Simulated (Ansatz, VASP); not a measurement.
## Pt in VASP and in Ansatz

```
CELL_PARAMETERS angstrom
0.00000 1.98367 1.98367
1.98367 0.00000 1.98367
1.98367 1.98367 0.00000
ATOMIC_POSITIONS crystal
Pt 0.00000 0.00000 0.00000
```

Alike in both runs: task relaxation of cell and atoms; functional PBE; k mesh 18 × 18 × 18; occupations gaussian, width 0.1 eV; no spin polarisation.

|  | VASP | Ansatz |
| --- | --- | --- |
| version | VASP 6.6.1 | Ansatz 0.2.0 |
| potentials or method | VASP PAW PBE potentials, release 64 (Pt), cutoff 600 eV | scalar-relativistic, plane waves, PAW |
| valence electrons in the cell | 10 | 18 |

|  | VASP | Ansatz | Ansatz less VASP |
| --- | --- | --- | --- |
| gap on the k mesh at the Fermi level, each at its own relaxed structure (eV) | none | none | - |
| relaxed volume (Å³/atom) | 15.62 | 15.64 | +0.025 |
| relaxed cell length with the largest relative difference (Å) | 2.806 | 2.807 | +0.0015 |

A gap of «none» marks a metal or a gap that the smearing closes. VASP's potentials hold 10 valence electrons a cell and Ansatz's 18, so a difference there can come from the potentials and not from the codes.

Spin-orbit coupling is off throughout.
